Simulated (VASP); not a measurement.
# MnO (Fm-3m) in VASP: single point with PBE+U

Aim: the single point of MnO with PBE+U.

Everything below comes from runs of VASP 6.6.1. Logs are shortened: lines on timing, memory, paths and dates and some standing lists are left out, and cuts for length are marked.

**1. The cell of the first run**

The structure is cubic, space group Fm-3m (No. 225). Conventional cell: a = 4.444 Å, b = 4.444 Å, c = 4.444 Å, α = 90.00°, β = 90.00°, γ = 90.00°. Mn (site symmetry m-3m) has 6 O at 2.22 Å within 2.9 Å. O (site symmetry m-3m) has 6 Mn at 2.22 Å within 2.9 Å.

**2. Single point, PBE+U, collinear spin, ferromagnetic start**

Input file INCAR:

```
ALGO = Normal
EDIFF = 1E-6
ENCUT = 520
GGA = PE
ISIF = 2
ISMEAR = 0
ISPIN = 2
LASPH = T
LCHARG = F
LDAU = T
LDAUJ = 0.5 0
LDAUL = 2 -1
LDAUPRINT = 1
LDAUTYPE = 1
LDAUU = 6 0
LMAXMIX = 4
LORBIT = 11
LREAL = F
LWAVE = F
MAGMOM = 5 5 0 0
NBANDS = 31
NELM = 150
PREC = Accurate
SIGMA = 0.05
```

Input file KPOINTS:

```
k-points
0
Gamma
  7 7 7
```

Input file POSCAR:

```
MnO
1.0
    0.0000000000      2.2220003300      2.2220003300
    4.4440006600      2.2220003300      2.2220003300
    4.4440006600      4.4440006600      0.0000000000
Mn O
2 2
Direct
    0.0000000000      0.0000000000      0.0000000000
    0.0000000000      0.0000000000      0.5000000000
    0.5000000000      0.5000000000      0.0000000000
    0.5000000000      0.5000000000      0.5000000000
```

Potentials or basis: VASP PAW PBE potentials, release 64 (Mn_pv, O).

Started as:

```console
cat potpaw_PBE.64/Mn_pv/POTCAR potpaw_PBE.64/O/POTCAR > POTCAR
mpirun -np 1 vasp_std > vasp.out
```

OUTCAR:

```text
EDIFF = 1E-6
   ENCUT = 520
   GGA = PE
   ISIF = 2
   ISMEAR = 0
   ISPIN = 2
   LASPH = T
   LORBIT = 11
   LREAL = F
   NELM = 150
   PREC = Accurate

 ion  position               nearest neighbor table
   1  0.000  0.000  0.000-   4 2.22   3 2.22   4 2.22   3 2.22   4 2.22   4 2.22   2 3.14   2 3.14
                             2 3.14   2 3.14   2 3.14   2 3.14   2 3.14   2 3.14
   2  0.000  0.000  0.500-   3 2.22   3 2.22   4 2.22   4 2.22   3 2.22   3 2.22   1 3.14   1 3.14
                             1 3.14   1 3.14   1 3.14   1 3.14   1 3.14   1 3.14
   3  0.500  0.500  0.000-   2 2.22   1 2.22   2 2.22   1 2.22   2 2.22   2 2.22
   4  0.500  0.500  0.500-   1 2.22   1 2.22   2 2.22   2 2.22   1 2.22   1 2.22

  LATTYP: Found a simple tetragonal cell.
 ALAT       =     3.1423830023
 C/A-ratio  =     1.4142135624

  Lattice vectors:

 A1 = (   0.0000000000,  -2.2220003300,   2.2220003300)
 A2 = (   0.0000000000,  -2.2220003300,  -2.2220003300)
 A3 = (   4.4440006600,   0.0000000000,   0.0000000000)

Analysis of symmetry for initial positions (statically):
=====================================================================
 Subroutine PRICEL returns following result:

  LATTYP: Found a face centered cubic cell.
 ALAT       =     4.4440006600
[... 12 lines left out ...]
 Subroutine GETGRP returns: Found 16 space group operations
 (whereof 16 operations were pure point group operations)
 out of a pool of 16 trial point group operations.

The static configuration has the point symmetry D_4h.

Analysis of symmetry for dynamics (positions and initial velocities):
=====================================================================
 Subroutine PRICEL returns following result:

  LATTYP: Found a face centered cubic cell.
 ALAT       =     4.4440006600
[... 12 lines left out ...]
 Subroutine GETGRP returns: Found 16 space group operations
 (whereof 16 operations were pure point group operations)
 out of a pool of 16 trial point group operations.

The dynamic configuration has the point symmetry D_4h.

Analysis of structural, dynamic, and magnetic symmetry:
[... 224 lines left out ...]
  o =  0.0655  v =  0.0000  0.0000  0.0000  0.0000  0.0000  0.0000  0.0000 -0.8660 -0.0000 -0.5000      0.0000  0.0000  0.0000  0.0000  0.0000  0.0000  0.0000  0.0000  0.0000  0.0000
  o =  0.9452  v =  0.0000 -1.0000  0.0000 -0.0000 -0.0000  0.0000  0.0000  0.0000  0.0000  0.0000      0.0000  0.0000  0.0000  0.0000  0.0000  0.0000  0.0000  0.0000  0.0000  0.0000
  o =  0.9452  v =  1.0000  0.0000  0.0000  0.0000  0.0000  0.0000  0.0000  0.0000  0.0000  0.0000      0.0000  0.0000  0.0000  0.0000  0.0000  0.0000  0.0000  0.0000  0.0000  0.0000
  o =  0.9452  v =  0.0000 -0.0000 -0.0000  1.0000  0.0000  0.0000  0.0000  0.0000  0.0000  0.0000      0.0000  0.0000  0.0000  0.0000  0.0000  0.0000  0.0000  0.0000  0.0000  0.0000
  o =  0.9814  v =  0.0000  0.0000  0.5000  0.0000 -0.8660  0.0000  0.0000  0.0000  0.0000  0.0000      0.0000  0.0000  0.0000  0.0000  0.0000  0.0000  0.0000  0.0000  0.0000  0.0000
  o =  0.9815  v =  0.0000  0.0000 -0.8660 -0.0000 -0.5000  0.0000  0.0000  0.0000  0.0000  0.0000      0.0000  0.0000  0.0000  0.0000  0.0000  0.0000  0.0000  0.0000  0.0000  0.0000

 number of electron      37.9999986 magnetization       9.9999995

 Free energy of the ion-electron system (eV)
  ---------------------------------------------------
  ext. energy  EPLUGINS =         0.00000000
  ---------------------------------------------------
  free energy    TOTEN  =       -30.30144154 eV

  energy without entropy =      -30.30144154  energy(sigma->0) =      -30.30144154

 E-fermi :   6.9592     XC(G=0): -11.7966

 val. band max:        6.5446640922   @ k =   0.4286   0.0000   0.0000
 cond. band min:       7.1687839100   @ k =   0.0000   0.0000   0.0000
 fundamental gap:      0.6241198178
 Fermi energy:         6.9591659834

 spin component 1

 k-point     1 :       0.0000    0.0000    0.0000
  band No.  band energies     occupation
      1     -42.8879      1.00000
      2     -42.8538      1.00000
      3     -42.8538      1.00000
      4     -42.8303      1.00000
      5     -42.8303      1.00000
      6     -42.8303      1.00000
[... 1625 lines left out ...]
     30      22.5465      0.00000
     31      24.0311      0.00000

 [... further k-points ...]

------------------------ aborting loop because EDIFF is reached ----------------------------------------

  FORCE on cell =-STRESS in cart. coord.  units (eV):
  Direction    XX          YY          ZZ          XY          YZ          ZX
  --------------------------------------------------------------------------------------
  -------------------------------------------------------------------------------------
  Total        2.4043580      2.4060368      2.4060368     -0.0000000      0.0000000      0.0000000
  in kB       87.7844051     87.8456974     87.8456974     -0.0000000      0.0000000      0.0000000
  external PRESSURE =      87.8252666 kB  Pullay stress =       0.0000000 kB

 VOLUME and BASIS-vectors are now :
 -----------------------------------------------------------------------------
  energy-cutoff  :      520.00
  volume of cell :       43.88
      direct lattice vectors                 reciprocal lattice vectors
     0.000000000  2.222000330  2.222000330    -0.225022469  0.225022469  0.225022469
     4.444000660  2.222000330  2.222000330     0.225022469 -0.225022469  0.225022469
     4.444000660  4.444000660  0.000000000     0.000000000  0.225022469 -0.225022469

 POSITION                                       TOTAL-FORCE (eV/Angst)
 -----------------------------------------------------------------------------------
      0.00000      0.00000      0.00000         0.000000     -0.000000      0.000000
      2.22200      2.22200      0.00000        -0.000000     -0.000000     -0.000000
      2.22200      2.22200      2.22200         0.000000     -0.000000      0.000000
      4.44400      4.44400      2.22200        -0.000000      0.000000     -0.000000
 -----------------------------------------------------------------------------------
    total drift:                                0.000000     -0.000000     -0.000000

  FREE ENERGIE OF THE ION-ELECTRON SYSTEM (eV)
  ---------------------------------------------------
  free  energy   TOTEN  =       -30.3014415371 eV

  energy  without entropy=      -30.3014415371  energy(sigma->0) =      -30.30144154

 total charge

# of ion       s       p       d       tot
------------------------------------------
    1        0.209   6.186   4.960  11.355
    2        0.209   6.186   4.960  11.355
    3        1.554   3.464   0.000   5.018
    4        1.554   3.464   0.000   5.018
--------------------------------------------------
tot          3.526  19.300   9.920  32.745

 magnetization (x)

# of ion       s       p       d       tot
------------------------------------------
    1        0.032   0.027   4.607   4.666
    2        0.032   0.027   4.607   4.666
    3        0.021   0.107   0.000   0.128
    4        0.021   0.107   0.000   0.128
--------------------------------------------------
tot          0.107   0.267   9.214   9.588
```

Run time: 58 s. Hardware: 1 thread of Intel Xeon 6975P-C (Granite Rapids), shared host; peak memory 0.28 GiB.

Results:

| Quantity | Value |
| --- | --- |
| Free energy | -30.3014 eV |
| Pressure | 8.8 GPa |
| Band gap on the k mesh | 0.62 eV |
| Net moment | 10.00 μB per cell |
| Site moments | Mn +4.67; O +0.13 μB |
| Valence electrons inside the program's atomic spheres | Mn 11.36; O 5.02 |

Levels at points of the mesh, in eV from the valence-band top:
Spin up:
| k point | band 22 | band 23 | band 24 | band 25 | band 26 | band 27 |
| --- | --- | --- | --- | --- | --- | --- |
| (0.00, 0.00, 0.00) | -2.35 | -2.35 | -2.35 | 0.62 | 6.01 | 9.09 |
Spin down:
| k point | band 12 | band 13 | band 14 | band 15 | band 16 | band 17 |
| --- | --- | --- | --- | --- | --- | --- |
| (0.00, 0.00, 0.00) | -2.09 | -2.09 | -2.09 | 1.97 | 2.17 | 4.24 |

Eigenvalues of the final occupation matrices:
```tsv
site	spin	trace	eigenvalues
site 1 d	1	4.80	0.95 0.95 0.95 0.98 0.98
site 1 d	2	0.18	0.02 0.02 0.02 0.07 0.07
site 2 d	1	4.80	0.95 0.95 0.95 0.98 0.98
site 2 d	2	0.18	0.02 0.02 0.02 0.07 0.07
```

Caveat: the cell stands under pressure; an odd mesh through Γ misses points on the zone boundary, where band edges can lie; only a ferromagnetic start was run, and an antiferromagnetic order may lie lower in energy.
